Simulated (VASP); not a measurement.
Set up this calculation in VASP 6.6.1, as the native input.

```yaml
Task: single point
Functional: PBE
Potentials_or_basis: VASP PAW PBE potentials, release 64 (Se, Pt)
Cutoff: 520 eV
k_mesh: 12 × 12 × 1
Occupations: gaussian, width 0.01 eV
Spin: no spin polarisation
Dipole_correction: yes
Further_INCAR_settings: ALGO = Normal; EDIFF = 1e-06; NBANDS = 18
```

The structure of PtSe2 lies in POSCAR:

```
PtSe2
1.0
    3.7300000000      0.0000000000      0.0000000000
   -1.8650000000      3.2302747561      0.0000000000
    0.0000000000      0.0000000000     29.0400000032
Se Pt
2 1
Direct
    0.6666666667      0.3333333333      0.3096390682
    0.3333333333      0.6666666667      0.4004160281
    0.0000000000      0.0000000000      0.3550275482
```

One way to write it, as run:

INCAR

```
PREC = Accurate
ENCUT = 520
EDIFF = 1E-6
ISMEAR = 0
SIGMA = 0.01
LREAL = False
LASPH = True
NELM = 60
ALGO = Normal
ISIF = 2
LWAVE = False
LCHARG = True
LDIPOL = True
IDIPOL = 3
DIPOL = 0.5 0.5 0.355
GGA = PE
LELF = True
LVHAR = True
LVACPOTAV = True
NBANDS = 18
```

KPOINTS

```
Automatic mesh
0
Gamma
  12 12 1
```

Potentials or basis: VASP PAW PBE potentials, release 64 (Se, Pt).

Run with:

```bash
$ cat potpaw_PBE.64/Se/POTCAR potpaw_PBE.64/Pt/POTCAR > POTCAR
$ mpirun -np 1 vasp_std > vasp.out
```

It gave:

```
Band gap on the k mesh : 1.38 eV (least direct gap 1.62 eV)
```

Caveat: spin-orbit coupling is left out, which moves the levels of the heavy elements.

Run time: 4.7 min on 1 thread of Intel Xeon 8259CL, with other jobs on the host, peak memory 0.49 GiB.
